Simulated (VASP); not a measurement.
Here is a VASP 6.6.1 calculation.

The input INCAR:

```
ALGO     = Normal         # electronic algorithm
EDIFF    = 1E-7           # SCF threshold, eV
ENCUT    = 520            # plane-wave cutoff, eV
GGA      = PE             # functional
ISIF     = 2              # what is computed and relaxed
ISMEAR   = 0              # smearing method
LASPH    = T              # aspherical terms in the spheres
LCHARG   = F              # write CHGCAR
LREAL    = F              # projectors in reciprocal space
LWAVE    = F              # write WAVECAR
NBANDS   = 10             # bands
NELM     = 100            # most SCF steps
PREC     = Accurate       # precision mode
SIGMA    = 0.1            # smearing width, eV
```

File KPOINTS:

```
k-points
0
Gamma
  14 14 14
```

Contents of POSCAR:

```
Na
1.0
   -2.0521468904      2.0521468904      2.0521468904
    2.0521468904     -2.0521468904      2.0521468904
    2.0521468904      2.0521468904     -2.0521468904
Na
1
Direct
    0.0000000000      0.0000000000      0.0000000000
```

Potentials or basis: VASP PAW PBE potentials, release 64 (Na_pv).

Launch:

```sh
$ cat potpaw_PBE.64/Na_pv/POTCAR > POTCAR
$ mpirun -np 1 vasp_std > vasp.out
```

Problem. Predict the pressure.

Solution. 0.6 GPa.
